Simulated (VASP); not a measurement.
Set up this calculation in VASP 6.6.1, as the native input.

```
Task                   : single point
Functional             : PBE
Potentials or basis    : VASP PAW PBE potentials, release 64 (Zr_sv)
Cutoff                 : 520 eV
k mesh                 : 12 × 12 × 7
Occupations            : fermi-dirac, width 0.1 eV
Spin                   : no spin polarisation
Dipole correction      : no
Further INCAR settings : ALGO = Normal; EDIFF = 1e-06; NBANDS = 19
```

The structure of Zr lies in POSCAR:

```
Zr
1.0
   -1.7889232124      1.7889232124      1.7889232124
    1.7889232124     -1.7889232124      1.7889232124
    3.5778464248      3.5778464248      0.0000000000
Zr
2
Direct
    0.0000000000      0.0000000000      0.0000000000
    0.5000000000      0.5000000000      0.5000000000
```

One way to write it, as run:

INCAR

```
SYSTEM = Zr
PREC     = Accurate       ! precision mode
ENCUT    = 520            ! plane-wave cutoff, eV
EDIFF    = 1E-6           ! SCF threshold, eV
ISMEAR   = -1             ! smearing method
SIGMA    = 0.1            ! smearing width, eV
LREAL    = .FALSE.        ! projectors in reciprocal space
LASPH    = .TRUE.         ! aspherical terms in the spheres
NELM     = 100            ! most SCF steps
ALGO     = Normal         ! electronic algorithm
ISIF     = 2              ! what is computed and relaxed
LWAVE    = .FALSE.        ! write WAVECAR
LCHARG   = .TRUE.         ! write CHGCAR
GGA      = PE             ! functional
LELF     = .TRUE.         ! ELF
LVHAR    = .TRUE.       
NBANDS   = 19             ! bands
```

KPOINTS

```
Automatic mesh
0
G
  12 12 7
  0 0 0
```

Potentials or basis: VASP PAW PBE potentials, release 64 (Zr_sv).

Command:

```sh
$ cat potpaw_PBE.64/Zr_sv/POTCAR > POTCAR
$ mpirun -np 1 vasp_std > vasp.out
```

It gave:

```
Pressure               : 0.1 GPa
Band gap on the k mesh : zero (band 12 reaches 10.03 eV, above the bottom of band 13 at 8.22 eV)
```

Wall time 46 s on 1 thread of Intel(R) Xeon(R) Platinum 8488C (Sapphire Rapids), on a shared host, peak memory 0.24 GiB.
